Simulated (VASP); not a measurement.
Here is a VASP 6.6.1 calculation.

The input INCAR:

```
SYSTEM = Si2W
  PREC = Accurate
  ENCUT = 520
  EDIFF = 1E-6
  ISMEAR = 0
  SIGMA = 0.1
  LREAL = .FALSE.
  LASPH = .TRUE.
  NELM = 60
  ALGO = Normal
  ISIF = 2
  LWAVE = .FALSE.
  LCHARG = .FALSE.
  GGA = PE
  NBANDS = 18
  ISYM = 0
```

Contents of KPOINTS:

```
regular mesh
0
G
  11 11 9
  0 0 0
```

The input POSCAR:

```
Si2W
1.0
    3.2289953312      0.0000000000      0.0000000000
    0.0000000000      3.2289953312      0.0000000000
    1.6144976656     -1.6144976656      3.9334141204
Si W
2 1
Direct
    0.6654256001      0.3345743999      0.6691487997
    0.3345743999      0.6654256001      0.3308512003
    0.0000000000      0.0000000000      0.0000000000
```

Potentials or basis: VASP PAW PBE potentials, release 64 (Si, W_sv).

Launch:

```console
$ cat potpaw_PBE.64/Si/POTCAR potpaw_PBE.64/W_sv/POTCAR > POTCAR
$ mpirun -np 1 vasp_std > vasp.out
```

Q: Predict the largest force.

A: 0.024 eV/Å.

Q: What does it give for the band gap on the k mesh?

A: Zero (band 11 reaches 12.49 eV, above the bottom of band 12 at 11.32 eV).

Q: Estimate the pressure.

A: 0.1 GPa.

Stress tensor (GPa, compression positive):
```
 0.06  0.00 -0.01
 0.00  0.06  0.01
-0.01  0.01  0.13
```

Caveat: spin-orbit coupling is left out, which moves the levels of the heavy elements.
